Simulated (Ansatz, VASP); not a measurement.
## GaAs in VASP and in Ansatz

```
Ga As
1.0
     0.00000    2.82685    2.82685
     2.82685    0.00000    2.82685
     2.82685    2.82685    0.00000
Ga As
1 1
Direct
  0.00000 0.00000 0.00000
  0.75000 0.75000 0.75000
```

Alike in both runs: task single point; functional PBE-based global hybrid; k mesh 4 × 4 × 4; occupations gaussian, width 0.05 eV; no spin polarisation.

|  | VASP | Ansatz |
| --- | --- | --- |
| version | VASP 6.6.1 | Ansatz 0.2.0 |
| potentials or method | VASP PAW PBE potentials, release 64 (Ga_d, As), cutoff 520 eV | scalar-relativistic, plane waves, PAW |
| valence electrons in the cell | 18 | 28 |

VASP gave:

* gap on the k mesh at the Fermi level (eV): 2.89
* least direct gap on the mesh (eV): 2.89
* pressure (GPa): 0.0

Q: Which values does Ansatz return?

A: gap on the k mesh at the Fermi level (eV): 2.82; least direct gap on the mesh (eV): 2.82; pressure (GPa): 0.4.

VASP's potentials were made for PBE, not for PBE-based global hybrid. With one functional, cell and mesh, what is left measures potentials, basis and numerics. VASP's potentials hold 18 valence electrons a cell and Ansatz's 28, so a difference there can come from the potentials and not from the codes. Ansatz's warnings: stress exchange threshold loose, stress scf threshold loose.

The k mesh is coarse, so the values compare programs but aren't converged.
